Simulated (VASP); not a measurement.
# Fe in VASP: notebook, part 2 of 2

VASP 6.6.1.

### Step 5. Single point, PBE+D4, collinear spin, ferromagnetic start

INCAR reads:

```
SYSTEM = Fe
PREC = Accurate
ENCUT = 520
EDIFF = 1E-7
ISMEAR = -1
SIGMA = 0.15
LREAL = .False.
LASPH = .True.
NELM = 150
ALGO = Normal
ISIF = 2
LWAVE = .False.
LCHARG = .False.
ISPIN = 2
MAGMOM = 2.4
LORBIT = 11
LMAXMIX = 4
GGA = PE
IVDW = 13
NBANDS = 14
```

KPOINTS reads:

```
Automatic mesh
0
Gamma
  11 11 11
  0 0 0
```

POSCAR reads:

```
Fe
1.0
    0.0128625000      1.7150000000      1.7150000000
    1.7150000000      0.0128625000      1.7150000000
    1.7278625000      1.7278625000      0.0000000000
Fe
1
Direct
    0.0000000000      0.0000000000      0.0000000000
```

Potentials or basis: VASP PAW PBE potentials, release 64 (Fe).

Started as:

```sh
$ cat potpaw_PBE.64/Fe/POTCAR > POTCAR
$ mpirun -np 1 vasp_std > vasp.out
```

OUTCAR:

```text
SYSTEM = Fe
   PREC = Accurate
   ENCUT = 520
   EDIFF = 1E-7
   ISMEAR = -1
   LREAL = .False.
   LASPH = .True.
   NELM = 150
   ISIF = 2
   ISPIN = 2
   LORBIT = 11
   GGA = PE
   IVDW = 13

 ion  position               nearest neighbor table
   1  0.000  0.000  0.000-

  LATTYP: Found a body centered orthorhombic cell.
 ALAT       =     2.4071859375
 B/A-ratio  =     1.0151133501
 C/A-ratio  =     1.4249003147

  Lattice vectors:

 A1 = (   1.7150000000,   0.0128625000,  -1.7150000000)
 A2 = (  -1.7150000000,  -0.0128625000,  -1.7150000000)
 A3 = (   0.0128625000,   1.7150000000,   1.7150000000)

Analysis of symmetry for initial positions (statically):
=====================================================================
 Subroutine PRICEL returns:
 Original cell was already a primitive cell.

 Routine SETGRP: Setting up the symmetry group for a
 body centered orthorhombic supercell.

 Subroutine GETGRP returns: Found  8 space group operations
 (whereof  8 operations were pure point group operations)
 out of a pool of  8 trial point group operations.

The static configuration has the point symmetry D_2h.

Analysis of symmetry for dynamics (positions and initial velocities):
=====================================================================
 Subroutine PRICEL returns:
 Original cell was already a primitive cell.

 Routine SETGRP: Setting up the symmetry group for a
 body centered orthorhombic supercell.

 Subroutine GETGRP returns: Found  8 space group operations
 (whereof  8 operations were pure point group operations)
 out of a pool of  8 trial point group operations.

The dynamic configuration has the point symmetry D_2h.

Analysis of structural, dynamic, and magnetic symmetry:
=====================================================================
 Subroutine PRICEL returns:
 Original cell was already a primitive cell.

 Routine SETGRP: Setting up the symmetry group for a
 body centered orthorhombic supercell.

 Subroutine GETGRP returns: Found  8 space group operations
 (whereof  8 operations were pure point group operations)
 out of a pool of  8 trial point group operations.

The overall configuration has the point symmetry D_2h.

 Subroutine INISYM returns: Found  8 space group operations
 (whereof  8 operations are pure point group operations),
 and found     1 'primitive' translations

----------------------------------------------------------------------------------------

                                     Primitive cell

  volume of cell :      10.0878

  direct lattice vectors                    reciprocal lattice vectors
     0.012862500  1.715000000  1.715000000    -0.293748302  0.293748302  0.291545190
     1.715000000  0.012862500  1.715000000     0.293748302 -0.293748302  0.291545190
     1.727862500  1.727862500  0.000000000     0.289374878  0.289374878 -0.291545190

  length of vectors
     2.425410366  2.425410366  2.443566581     0.507518204  0.507518204  0.502468146

  position of ions in fractional coordinates (direct lattice)
     0.000000000  0.000000000  0.000000000

  ion indices of the primitive-cell ions
   primitive index   ion index
                 1           1

----------------------------------------------------------------------------------------

 KPOINTS: Automatic mesh

Automatic generation of k-mesh.
 Grid dimensions read from file:
[... 74 lines left out ...]
   TEBEG  =    0.0;   TEEND  =   0.0 temperature during run
   PSTRESS=    0.0 pullay stress
   NELECT =       8.0000    total number of electrons
   NUPDOWN=      -1.0000    fix difference up-down
   EMIN   =  10.00;   EMAX   =-10.00  energy-range for DOS
   EFERMI =   0.00;   METHOD = LEGACY
   ISMEAR =    -1;   SIGMA  =   0.15  broadening in eV -4-tet -1-fermi 0-gaus
   EFERMI_NEDOS =   21; number of points for ismear=-14 and -15
   IALGO  =     38    algorithm
   IMIX   =      4    mixing-type and parameters
     AMIX     =   0.40;   BMIX     =  1.00
     AMIX_MAG =   1.60;   BMIX_MAG =  1.00
  volume/ion in A,a.u.               =      10.09        68.08
  Fermi-wavevector in a.u.,A,eV,Ry     =   1.515324  2.863547 31.241792  2.296207
  Thomas-Fermi vector in A             =   2.624863
   LORBIT       =     11    0 simple, 1 ext, 2 COOP (PROOUT), +10 PAW based schemes
   GGA     = PE    functional components
   LHFCALC =     F    Hartree Fock is set to
   AEXX    =    0.0000 exact exchange contribution
   IVDW    =    13    specifies the selected vdW correction
   LEPSILON=     F    determine dielectric tensor
   LRPA    =     F    only Hartree local field effects (RPA)
 spin polarized calculation
  energy-cutoff  :      520.00
  volume of cell :       10.09
 maximum number of plane-waves:       287
 NGX is ok and might be reduce to    18
   NGX =  9   NGY =  9   NGZ =  9

 number of electron       8.0000007 magnetization       0.5937490

 Free energy of the ion-electron system (eV)
  ---------------------------------------------------
  ext. energy  EPLUGINS =         0.00000000
  ---------------------------------------------------
  free energy    TOTEN  =        -8.13793179 eV

  energy without entropy =       -8.01644862  energy(sigma->0) =       -8.07719020

 E-fermi :   7.0415     XC(G=0): -13.8453

 val. band max:        7.0412683593   @ k =   0.2727   0.2727   0.0000
 cond. band min:       7.0447143174   @ k =   0.4545   0.3636   0.1818
 fundamental gap:      0.0034459581
 Fermi energy:         7.0414620096

 spin component 1

 k-point     1 :       0.0000    0.0000    0.0000
  band No.  band energies     occupation
      1      -1.9845      1.00000
      2       5.0782      1.00000
      3       5.1472      1.00000
      4       5.2270      0.99999
      5       6.4730      0.97789
      6       6.4733      0.97785
      7      30.4464      0.00000
      8      35.5967      0.00000
      9      35.9539      0.00000
     10      36.2879      0.00000
     11      39.3209      0.00000
     12      39.6104      0.00000
     13      39.9561      0.00000
     14      41.3023      0.00000
[... 379 lines left out ...]
      3       5.1414      1.00000
      4       5.7582      0.99981
      5       6.0193      0.99890
      6       7.7899      0.00676
      7      24.5208      0.00000
      8      25.0696      0.00000
      9      34.1729      0.00000
     10      35.7999      0.00000
     11      36.7076      0.00000
     12      40.5432      0.00000
     13      42.8920      0.00000
     14      48.3736      0.00000

 [... further k-points ...]

 spin component 2

 k-point     1 :       0.0000    0.0000    0.0000
  band No.  band energies     occupation
      1      -1.9114      1.00000
      2       5.4590      0.99997
      3       5.5332      0.99996
      4       5.6178      0.99992
      5       7.4162      0.07596
      6       7.4175      0.07537
      7      30.3599      0.00000
      8      35.7747      0.00000
      9      36.1292      0.00000
     10      36.4619      0.00000
     11      39.4474      0.00000
     12      39.7319      0.00000
     13      40.0846      0.00000
     14      41.1190      0.00000
[... 379 lines left out ...]
      3       5.7555      0.99981
      4       6.4187      0.98451
      5       6.6508      0.93115
      6       8.4640      0.00008
      7      24.6852      0.00000
      8      25.2372      0.00000
      9      34.2043      0.00000
     10      36.0145      0.00000
     11      36.7687      0.00000
     12      40.6492      0.00000
     13      43.2367      0.00000
     14      48.5553      0.00000

 [... further k-points ...]

------------------------ aborting loop because EDIFF is reached ----------------------------------------

  DFT-D4 for vdW energy calculation

  Edisp (eV):   -0.39477

  FORCE on cell =-STRESS in cart. coord.  units (eV):
  Direction    XX          YY          ZZ          XY          YZ          ZX
  --------------------------------------------------------------------------------------
  -------------------------------------------------------------------------------------
  Total       0.17330     0.17330     0.16840    -0.21119     0.00000     0.00000
  in kB      27.52398    27.52398    26.74624   -33.54112     0.00000     0.00000
  external pressure =       27.26 kB  Pullay stress =        0.00 kB

 VOLUME and BASIS-vectors are now :
 -----------------------------------------------------------------------------
  energy-cutoff  :      520.00
  volume of cell :       10.09
      direct lattice vectors                 reciprocal lattice vectors
     0.012862500  1.715000000  1.715000000    -0.293748302  0.293748302  0.291545190
     1.715000000  0.012862500  1.715000000     0.293748302 -0.293748302  0.291545190
     1.727862500  1.727862500  0.000000000     0.289374878  0.289374878 -0.291545190

 POSITION                                       TOTAL-FORCE (eV/Angst)
 -----------------------------------------------------------------------------------
      0.00000      0.00000      0.00000         0.000000      0.000000      0.000000
 -----------------------------------------------------------------------------------
    total drift:                                0.000000     -0.000000      0.000000

  FREE ENERGIE OF THE ION-ELECTRON SYSTEM (eV)
  ---------------------------------------------------
  free  energy   TOTEN  =        -8.5327042102 eV

  energy  without entropy=       -8.4112210476  energy(sigma->0) =       -8.47196263

 total charge

# of ion       s       p       d       tot
------------------------------------------
    1        0.544   0.646   6.348   7.538

 magnetization (x)

# of ion       s       p       d       tot
------------------------------------------
    1       -0.003  -0.010   0.598   0.585
```

OSZICAR:

```text
N       E                     dE             d eps       ncg     rms          rms(c)
DAV:   1     0.216362312109E+02    0.21636E+02   -0.38348E+03 13356   0.721E+02
DAV:   2    -0.828942153077E+01   -0.29926E+02   -0.27716E+02 13320   0.131E+02
DAV:   3    -0.915651289398E+01   -0.86709E+00   -0.85790E+00 14622   0.229E+01
DAV:   4    -0.915900494718E+01   -0.24921E-02   -0.24918E-02 14292   0.112E+00
DAV:   5    -0.915901482068E+01   -0.98735E-05   -0.98740E-05 14760   0.716E-02    0.134E+01
DAV:   6    -0.821584022014E+01    0.94317E+00   -0.94942E+00 15660   0.366E+01    0.230E+00
DAV:   7    -0.815408364395E+01    0.61757E-01   -0.35061E-01 14538   0.697E+00    0.172E+00
DAV:   8    -0.814355857114E+01    0.10525E-01   -0.71652E-03 16550   0.649E-01    0.640E-01
DAV:   9    -0.813776460355E+01    0.57940E-02   -0.51274E-03 15510   0.423E-01    0.284E-01
DAV:  10    -0.813728766023E+01    0.47694E-03   -0.13460E-03 15704   0.285E-01    0.180E-01
DAV:  11    -0.813765322968E+01   -0.36557E-03   -0.13401E-03 16392   0.295E-01    0.116E-01
DAV:  12    -0.813783486109E+01   -0.18163E-03   -0.82141E-04 15492   0.210E-01    0.369E-02
DAV:  13    -0.813786892939E+01   -0.34068E-04   -0.22522E-05 17972   0.367E-02    0.524E-02
DAV:  14    -0.813792347290E+01   -0.54544E-04   -0.47842E-04 15692   0.172E-01    0.104E-02
DAV:  15    -0.813792999274E+01   -0.65198E-05   -0.39326E-05 17252   0.412E-02    0.516E-03
DAV:  16    -0.813793145163E+01   -0.14589E-05   -0.12278E-05 16160   0.246E-02    0.407E-03
DAV:  17    -0.813793177625E+01   -0.32462E-06   -0.30153E-06 16268   0.128E-02    0.168E-03
DAV:  18    -0.813793178558E+01   -0.93279E-08   -0.60574E-07 10848   0.595E-03
   1 F= -.85327042E+01 E0= -.84719626E+01  d E =-.121483E+00  mag=     0.5936
```

stdout:

```text
POSCAR found type information on POSCAR Fe
 POSCAR found :  1 types and       1 ions
 scaLAPACK will be used
 LDA part: xc-table for (Slater+PW92), standard interpolation
 POSCAR, INCAR and KPOINTS ok, starting setup
 FFT: planning ... GRIDC
 FFT: planning ... GRID_SOFT
 FFT: planning ... GRID
 WAVECAR not read
 entering main loop
```

Wall time 61 s (1 thread of AMD EPYC 9R14 (Zen 4), shared host); peak memory 0.12 GiB.

What came out:

```yaml
Free_energy: -8.5327 eV
Pressure: 2.7 GPa
Net_moment: 0.59 μB per cell
Site_moments: Fe +0.58 μB
Valence_electrons_inside_the_program's_atomic_spheres: Fe 7.54
Dispersion_energy_per_atom: -0.395 eV
```

Stress tensor (GPa, compression positive):
```
 2.75 -3.35  0.00
-3.35  2.75  0.00
 0.00  0.00  2.67
```

Caveat: pairwise dispersion overbinds metals, which lowers pressure and volume.

### Step 6. Single point, PBE+D4, collinear spin, ferromagnetic start

INCAR reads:

```
PREC     = Accurate       # precision mode
ENCUT    = 520            # plane-wave cutoff, eV
EDIFF    = 1E-6           # SCF threshold, eV
ISMEAR   = -1             # smearing method
SIGMA    = 0.15           # smearing width, eV
LREAL    = F              # projectors in reciprocal space
LASPH    = T              # aspherical terms in the spheres
NELM     = 150            # most SCF steps
ALGO     = Normal         # electronic algorithm
ISIF     = 2              # what is computed and relaxed
LWAVE    = F              # write WAVECAR
LCHARG   = F              # write CHGCAR
ISPIN    = 2              # spin polarisation
MAGMOM   = 2.4            # initial moments
LORBIT   = 11             # projections on sites
LMAXMIX  = 4              # l up to which the mixer works
GGA      = PE             # functional
IVDW     = 13             # dispersion correction
NBANDS   = 14             # bands
```

KPOINTS reads:

```
Automatic mesh
0
Gamma
  11 11 11
```

POSCAR reads:

```
Fe
1.0
    0.0257250000      1.7150000000      1.7150000000
    1.7150000000      0.0257250000      1.7150000000
    1.7407250000      1.7407250000      0.0000000000
Fe
1
Direct
    0.0000000000      0.0000000000      0.0000000000
```

Potentials or basis: VASP PAW PBE potentials, release 64 (Fe).

Started as:

```sh
$ cat potpaw_PBE.64/Fe/POTCAR > POTCAR
$ mpirun -np 1 vasp_std > vasp.out
```

Run time: 61 s. Hardware: 1 thread of AMD EPYC 9R14 (Zen 4), shared host; peak memory 0.12 GiB.

It converged, with:

```yaml
Free_energy: -8.5279 eV
Pressure: 3.1 GPa
Net_moment: 0.61 μB per cell
Site_moments: Fe +0.60 μB
Valence_electrons_inside_the_program's_atomic_spheres: Fe 7.54
Dispersion_energy_per_atom: -0.395 eV
```

Stress tensor (GPa, compression positive):
```
 3.22 -6.68  0.00
-6.68  3.22  0.00
 0.00  0.00  2.91
```

Levels at points of the mesh, in eV from the Fermi level:
Spin up:
| k point | band 1 | band 2 | band 3 | band 4 | band 5 | band 6 | band 7 | band 8 | band 9 |
| --- | --- | --- | --- | --- | --- | --- | --- | --- | --- |
| (0.00, 0.00, 0.00) | -9.03 | -2.04 | -1.92 | -1.75 | -0.58 | -0.58 | 23.37 | 28.21 | 28.95 |
Spin down:
```tsv
k point	band 1	band 2	band 3	band 4	band 5	band 6	band 7	band 8	band 9
(0.00, 0.00, 0.00)	-8.96	-1.66	-1.52	-1.34	0.39	0.40	23.28	28.40	29.13
```

Caveat: pairwise dispersion overbinds metals, which lowers pressure and volume.

### Step 7. Overview

```csv
cell,gap on the mesh (eV),pressure (GPa),moment (μB)
"a = 2.425 Å, angles 60.0°, 1 atom",none,2.6,0.59
"a = 2.426, b = 2.426, c = 2.389 Å, angles 60.5, 60.5, 61.0°, 1 atom",none,3.1,0.61
"a = 2.425, b = 2.425, c = 2.407 Å, angles 60.2, 60.2, 60.5°, 1 atom",none,2.7,0.59
"a = 2.425, b = 2.425, c = 2.444 Å, angles 59.8, 59.8, 59.5°, 1 atom",none,2.7,0.59
"a = 2.426, b = 2.426, c = 2.462 Å, angles 59.5, 59.5, 59.0°, 1 atom",none,3.1,0.61
```

Alike in all rows: task single point; level PBE+D4; potentials or basis VASP PAW PBE potentials, release 64 (Fe); spin collinear, ferromagnetic start; k mesh 11 × 11 × 11; cutoff (eV) 520; smearing fermi-dirac 0.15 eV.

Caveats: pairwise dispersion overbinds metals, which lowers pressure and volume.

Absolute energies hang on the potentials; compare differences alone.
